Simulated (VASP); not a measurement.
# Al32O (a cell with a defect) in VASP: single point with LDA

Aim: the single point of Al32O (a cell with a defect) with LDA.

Everything below comes from runs of VASP 6.6.1. Logs are shortened: lines on timing, memory, paths and dates and some standing lists are left out, and cuts for length are marked.

## (1) The cell of the first run

The cell holds a defect, 33 atoms: a = 8.100 Å, b = 8.100 Å, c = 8.100 Å, α = 90.00°, β = 90.00°, γ = 90.00°.

## (2) Single point, LDA

File INCAR:

```
SYSTEM = Al32O
PREC     = Accurate       ! precision mode
ENCUT    = 520            ! plane-wave cutoff, eV
EDIFF    = 1E-6           ! SCF threshold, eV
ISMEAR   = -1             ! smearing method
SIGMA    = 0.05           ! smearing width, eV
LREAL    = Auto         
LASPH    = .True.         ! aspherical terms in the spheres
NELM     = 60             ! most SCF steps
ALGO     = Normal         ! electronic algorithm
ISIF     = 2              ! what is computed and relaxed
LWAVE    = .False.        ! write WAVECAR
LCHARG   = .False.        ! write CHGCAR
NBANDS   = 73             ! bands
```

File KPOINTS:

```
regular mesh
0
Gamma
  3 3 3
  0 0 0
```

File POSCAR:

```
Al32O
1.0
    8.1000000000      0.0000000000      0.0000000000
    0.0000000000      8.1000000000      0.0000000000
    0.0000000000      0.0000000000      8.1000000000
Al O
32 1
Direct
    0.4992983951      0.0052464198     -0.0000060494
    0.7449801235      0.2508448148     -0.0000064198
    0.7608288889     -0.0106649383      0.2305118519
    0.0114313580     -0.0026811111     -0.0000061728
    0.2560358025      0.2500338272     -0.0000061728
    0.5001296296      0.4941154321     -0.0000059259
    0.7528972840      0.7387574074     -0.0000058025
    0.2515319753      0.0039587654      0.2546748148
    0.4993981481      0.2506779012      0.2707874074
    0.7462418519      0.4986688889      0.2546334568
    0.4975230864     -0.0394337037      0.4999939506
    0.7893811111      0.2526112346      0.4999937037
    0.7608288889     -0.0106656790      0.7694759259
   -0.0013720988      0.4996218519     -0.0000060494
    0.2505458025      0.7515830864     -0.0000061728
   -0.0000766667      0.2478308642      0.2377372840
    0.2509038272      0.4992637037      0.2472669136
    0.5023281481      0.7502651852      0.2376406173
   -0.0006791358     -0.0068832099      0.4999938272
    0.2267272840      0.2574435802      0.4999937037
    0.4926541975      0.5236329630      0.4999939506
    0.7571649383      0.7508792593      0.4999938272
    0.2515319753      0.0039587654      0.7453128395
    0.4993979012      0.2506782716      0.7292008642
    0.7462420988      0.4986693827      0.7453544444
    0.0047838272      0.7454206173      0.2466369136
    0.0034258025      0.5090281481      0.4999938272
    0.2410311111      0.7467808642      0.4999939506
   -0.0000764198      0.2478309877      0.7622502469
    0.2509039506      0.4992637037      0.7527207407
    0.5023283951      0.7502654321      0.7623472840
    0.0047838272      0.7454204938      0.7533509877
    0.5795183951      0.1705844444      0.4999956790
```

Potentials or basis: VASP PAW LDA potentials, release 64 (Al, O).

Run with:

```sh
$ cat potpaw_LDA.64/Al/POTCAR potpaw_LDA.64/O/POTCAR > POTCAR
$ mpirun -np 1 vasp_std > vasp.out
```

OUTCAR:

```text
SYSTEM = Al32O
   PREC = Accurate
   ENCUT = 520
   EDIFF = 1E-6
   ISMEAR = -1
   LREAL = Auto
   LASPH = .True.
   NELM = 60
   ISIF = 2

 ion  position               nearest neighbor table
   1  0.499  0.005  1.000-   5 2.80   2 2.81  31 2.82  18 2.82   3 2.83  13 2.83  15 2.88   8 2.88
                            23 2.88  24 2.96   9 2.96   7 2.98
   2  0.745  0.251  1.000-   6 2.80   1 2.81  29 2.82  16 2.82   3 2.83  13 2.83  14 2.88  25 2.88
                            10 2.88  24 2.96   9 2.96   4 2.98
   3  0.761  0.989  0.231-   7 2.76   4 2.76  26 2.80   2 2.83   1 2.83  18 2.85  16 2.85  22 2.91
                            19 2.92   9 3.01  12 3.06  11 3.06
   4  0.011  0.997  1.000-  13 2.76   3 2.76  15 2.78  16 2.80  29 2.80   8 2.84  23 2.84   5 2.85
                            32 2.86  26 2.86   7 2.96   2 2.98
   5  0.256  0.250  1.000-   1 2.80   6 2.80  29 2.83  16 2.83  30 2.84  17 2.84   4 2.85   8 2.87
                            23 2.87  14 2.90  24 2.95   9 2.95
   6  0.500  0.494  1.000-   2 2.80   5 2.80  18 2.83  31 2.83  17 2.84  30 2.84   7 2.85  10 2.87
                            25 2.87  15 2.90  24 2.95   9 2.95
   7  0.753  0.739  1.000-  13 2.76   3 2.76  14 2.78  18 2.80  31 2.80  10 2.84  25 2.84   6 2.85
                            26 2.86  32 2.86   4 2.96   1 2.98
   8  0.252  0.004  0.255-   4 2.84   9 2.84  11 2.84  16 2.84  19 2.85  20 2.86   5 2.87   1 2.88
                            28 2.88  18 2.89  26 2.90  15 2.90
   9  0.499  0.251  0.271-  33 2.07   8 2.84  10 2.84  17 2.85  20 2.89  21 2.89   5 2.95   6 2.95
[... 32 lines left out ...]
                            27 2.88  29 2.89  32 2.90  14 2.90
  26  0.005  0.745  0.247-   3 2.80  28 2.81  27 2.81  17 2.82  15 2.82  14 2.82   7 2.86   4 2.86
                            22 2.87  19 2.87   8 2.90  10 2.90
  27  0.003  0.509  0.500-  12 2.71  28 2.72  20 2.72  22 2.80  26 2.81  32 2.81  17 2.87  30 2.87
                            25 2.88  10 2.88  29 3.00  16 3.00
  28  0.241  0.747  0.500-  11 2.70  27 2.72  21 2.72  19 2.80  26 2.81  32 2.81  30 2.87  17 2.87
                            23 2.88   8 2.88  18 3.00  31 3.00
  29  1.000  0.248  0.762-  12 2.72   4 2.80  14 2.81  20 2.81   2 2.82   5 2.83  23 2.84  13 2.85
                            30 2.88  25 2.89  19 2.96  27 3.00
  30  0.251  0.499  0.753-  32 2.82  21 2.84  20 2.84   6 2.84   5 2.84  24 2.85  14 2.86  15 2.86
                            27 2.87  28 2.87  29 2.88  31 2.88
  31  0.502  0.750  0.762-  11 2.72   7 2.80  15 2.80  21 2.81   1 2.82   6 2.83  25 2.84  13 2.85
                            30 2.88  23 2.89  22 2.96  28 3.00
  32  0.005  0.745  0.753-  13 2.80  28 2.81  27 2.81  30 2.82  15 2.82  14 2.82   7 2.86   4 2.86
                            22 2.87  19 2.87  23 2.90  25 2.90
  33  0.580  0.171  0.500-  12 1.83  11 1.83  24 2.07   9 2.07

  LATTYP: Found a simple cubic cell.
 ALAT       =     8.1000000000

  Lattice vectors:

 A1 = (   8.1000000000,   0.0000000000,   0.0000000000)
 A2 = (   0.0000000000,   8.1000000000,   0.0000000000)
 A3 = (   0.0000000000,   0.0000000000,   8.1000000000)

Analysis of symmetry for initial positions (statically):
=====================================================================
 Subroutine PRICEL returns:
 Original cell was already a primitive cell.

[... 188 lines left out ...]
   IMIX   =      4    mixing-type and parameters
     AMIX     =   0.40;   BMIX     =  1.00
     AMIX_MAG =   1.60;   BMIX_MAG =  1.00
  volume/ion in A,a.u.               =      16.10       108.68
  Fermi-wavevector in a.u.,A,eV,Ry     =   0.944329  1.784523 12.133087  0.891757
  Thomas-Fermi vector in A             =   2.072123
   LORBIT       =      0    0 simple, 1 ext, 2 COOP (PROOUT), +10 PAW based schemes
   GGA     = CA    functional components
   LHFCALC =     F    Hartree Fock is set to
   AEXX    =    0.0000 exact exchange contribution
   IVDW    =     0    specifies the selected vdW correction
   LEPSILON=     F    determine dielectric tensor
   LRPA    =     F    only Hartree local field effects (RPA)
 non-spin polarized calculation
  energy-cutoff  :      520.00
  volume of cell :      531.44
 maximum number of plane-waves:     14358
   NGX = 31   NGY = 31   NGZ = 31

 number of electron     102.0000003 magnetization

 Free energy of the ion-electron system (eV)
  ---------------------------------------------------
  ext. energy  EPLUGINS =         0.00000000
  ---------------------------------------------------
  free energy    TOTEN  =      -143.05221855 eV

  energy without entropy =     -142.96850413  energy(sigma->0) =     -143.01036134

 E-fermi :   7.7634     XC(G=0): -10.3889

 val. band max:        7.7519663319   @ k =   0.0000   0.3333   0.0000
 cond. band min:       7.7690787717   @ k =   0.3333   0.0000   0.3333
 fundamental gap:      0.0171124398
 Fermi energy:         7.7633959757

 k-point     1 :       0.0000    0.0000    0.0000
  band No.  band energies     occupation
      1     -12.9749      2.00000
      2      -3.1461      2.00000
      3      -1.4651      2.00000
      4      -1.2808      2.00000
      5      -1.1868      2.00000
      6      -1.0834      2.00000
[... 649 lines left out ...]
     62       9.5808      0.00000
     63       9.6121      0.00000
 [bands above 63 left out]

------------------------ aborting loop because EDIFF is reached ----------------------------------------

  FORCE on cell =-STRESS in cart. coord.  units (eV):
  Direction    XX          YY          ZZ          XY          YZ          ZX
  --------------------------------------------------------------------------------------
  -------------------------------------------------------------------------------------
  Total       -5.7759308     -5.8057356     -8.7332013     -0.9470443      0.0000000      0.0000000
  in kB      -17.4131567    -17.5030115    -26.3286746     -2.8551297      0.0000000      0.0000000
  external PRESSURE =     -20.4149476 kB  Pullay stress =       0.0000000 kB

 VOLUME and BASIS-vectors are now :
 -----------------------------------------------------------------------------
  energy-cutoff  :      520.00
  volume of cell :      531.44
      direct lattice vectors                 reciprocal lattice vectors
     8.100000000  0.000000000  0.000000000     0.123456790  0.000000000  0.000000000
     0.000000000  8.100000000  0.000000000     0.000000000  0.123456790  0.000000000
     0.000000000  0.000000000  8.100000000     0.000000000  0.000000000  0.123456790

 POSITION                                       TOTAL-FORCE (eV/Angst)
 -----------------------------------------------------------------------------------
      4.04432      0.04250      8.09995        -0.003513     -0.003048     -0.000000
      6.03434      2.03184      8.09995         0.003938      0.004188     -0.000000
      6.16271      8.01361      1.86715         0.000200      0.000180      0.001486
      0.09259      8.07828      8.09995        -0.002751      0.003649     -0.000000
      2.07389      2.02527      8.09995         0.002711      0.003930     -0.000000
      4.05105      4.00234      8.09995        -0.003856     -0.003873     -0.000000
[... 25 lines left out ...]
      0.03875      6.03791      6.10214         0.000434     -0.001252     -0.003538
      4.69410      1.38173      4.04996        -0.016822      0.004247     -0.000000
 -----------------------------------------------------------------------------------
    total drift:                                0.008690     -0.003590     -0.008323

  FREE ENERGIE OF THE ION-ELECTRON SYSTEM (eV)
  ---------------------------------------------------
  free  energy   TOTEN  =      -143.0522185478 eV

  energy  without entropy=     -142.9685041293  energy(sigma->0) =     -143.01036134
```

It took 6 min on 1 thread of Intel Xeon 6975P-C (Granite Rapids), shared host; peak memory 0.52 GiB.

Results:

| Item | Value |
| --- | --- |
| Free energy | -143.0522 eV |
| Pressure | -2.0 GPa |
| Largest force | 0.034 eV/Å |
| Band gap on the k mesh | zero (bands 51 and 52 overlap by 0.22 eV) |

Forces on the atoms (eV/Å):
```
Al  -0.004 -0.003  0.000
Al   0.004  0.004  0.000
Al   0.000  0.000  0.001
Al  -0.003  0.004  0.000
Al   0.003  0.004  0.000
Al  -0.004 -0.004  0.000
Al  -0.003  0.003  0.000
Al   0.000 -0.003  0.002
Al   0.003  0.001 -0.011
Al   0.001 -0.002  0.004
Al  -0.014 -0.014  0.000
Al   0.027  0.021  0.000
Al   0.000  0.000 -0.001
Al   0.004 -0.002  0.000
Al   0.001 -0.006  0.000
Al   0.000  0.004  0.003
Al  -0.001  0.001  0.002
Al  -0.003 -0.001  0.003
Al   0.001  0.000  0.000
Al  -0.002  0.002  0.000
Al   0.002 -0.004  0.000
Al   0.000 -0.003  0.000
Al   0.000 -0.003 -0.002
Al   0.003  0.001  0.011
Al   0.001 -0.002 -0.004
Al   0.000 -0.001  0.004
Al  -0.002 -0.005  0.000
Al   0.005  0.001  0.000
Al   0.000  0.004 -0.003
Al  -0.001  0.001 -0.002
Al  -0.003 -0.001 -0.003
Al   0.000 -0.001 -0.004
O   -0.017  0.004  0.000
```

Stress tensor (GPa, compression positive):
```
-1.74 -0.29  0.00
-0.29 -1.75  0.00
 0.00  0.00 -2.63
```
